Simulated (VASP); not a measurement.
Set up this calculation in VASP 6.6.1, as the native input.

| Property | Result |
| --- | --- |
| Task | single point |
| Functional | r2SCAN |
| Potentials or basis | VASP PAW PBE potentials, release 64 (Nb_sv, Ca_sv, Be) |
| Cutoff | 520 eV |
| k mesh | 7 × 7 × 3 |
| Occupations | gaussian, width 0.0207 eV |
| Spin | no spin polarisation |
| Dipole correction | no |
| Further INCAR settings | ALGO = Normal; EDIFF = 1e-07; NBANDS = 51 |

Crystal: CaBe2Nb2.

```xyz
10
Lattice="3.9631 0.0000 0.0000 0.0000 3.9631 0.0000 0.0000 0.0000 9.7796" Properties=species:S:1:pos:R:3 pbc="T T T"
Nb    0.9908    0.9908    3.5989
Nb    2.9723    2.9723    6.1807
Nb    2.9723    0.9908    0.0000
Nb    0.9908    2.9723    0.0000
Ca    0.9908    0.9908    7.3249
Ca    2.9723    2.9723    2.4547
Be    0.9908    0.9908    1.0562
Be    2.9723    2.9723    8.7234
Be    2.9723    0.9908    4.8898
Be    0.9908    2.9723    4.8898
```

One way to write it, as run:

POSCAR

```
CaBe2Nb2
1.0
    3.9631070000      0.0000000000      0.0000000000
    0.0000000000      3.9631070000      0.0000000000
    0.0000000000      0.0000000000      9.7796070000
Nb Ca Be
4 2 4
Direct
    0.2500000000      0.2500000000      0.3680000000
    0.7500000000      0.7500000000      0.6320000000
    0.7500000000      0.2500000000      0.0000000000
    0.2500000000      0.7500000000      0.0000000000
    0.2500000000      0.2500000000      0.7490000000
    0.7500000000      0.7500000000      0.2510000000
    0.2500000000      0.2500000000      0.1080000000
    0.7500000000      0.7500000000      0.8920000000
    0.7500000000      0.2500000000      0.5000000000
    0.2500000000      0.7500000000      0.5000000000
```

INCAR.step1

```
SYSTEM = CaBe2Nb2
  PREC = Accurate
  ENCUT = 520
  ISMEAR = 0
  SIGMA = 0.0207
  LREAL = .False.
  LASPH = .True.
  NELM = 100
  NBANDS = 51
  GGA = PE
  ALGO = Normal
  EDIFF = 1E-4
  LWAVE = .True.
  LCHARG = .False.
```

INCAR.step2

```
SYSTEM = CaBe2Nb2
  PREC = Accurate
  ENCUT = 520
  EDIFF = 1E-7
  ISMEAR = 0
  SIGMA = 0.0207
  LREAL = .False.
  LASPH = .True.
  NELM = 100
  ALGO = Normal
  ISIF = 2
  LWAVE = .False.
  LCHARG = .True.
  METAGGA = R2SCAN
  LMIXTAU = .True.
  LELF = .True.
  LVHAR = .True.
  NBANDS = 51
  ISTART = 1
```

KPOINTS

```
regular mesh
0
Gamma
  7 7 3
  0 0 0
```

Potentials or basis: VASP PAW PBE potentials, release 64 (Nb_sv, Ca_sv, Be).

Launch:

```sh
$ cat potpaw_PBE.64/Nb_sv/POTCAR potpaw_PBE.64/Ca_sv/POTCAR potpaw_PBE.64/Be/POTCAR > POTCAR
$ cp INCAR.step1 INCAR
$ mpirun -np 1 vasp_std > vasp.out
$ cp INCAR.step2 INCAR
$ mpirun -np 1 vasp_std > vasp.out
```

Results of the run:

```json
{
  "Pressure": "17.4 GPa",
  "Largest force": "3.162 eV/Å",
  "Band gap on the k mesh": "zero (bands 40 and 41 overlap by 0.76 eV)"
}
```

Caveat: the stress differs along the axes, from 5 to 24 GPa; the PAW data sets were made with another functional, which shifts forces and pressure a little.

It took 14 min on 1 thread of Intel(R) Xeon(R) Platinum 8259CL CPU @ 2.50GHz (Skylake/Cascade Lake) (shared host), peak memory 0.36 GiB.
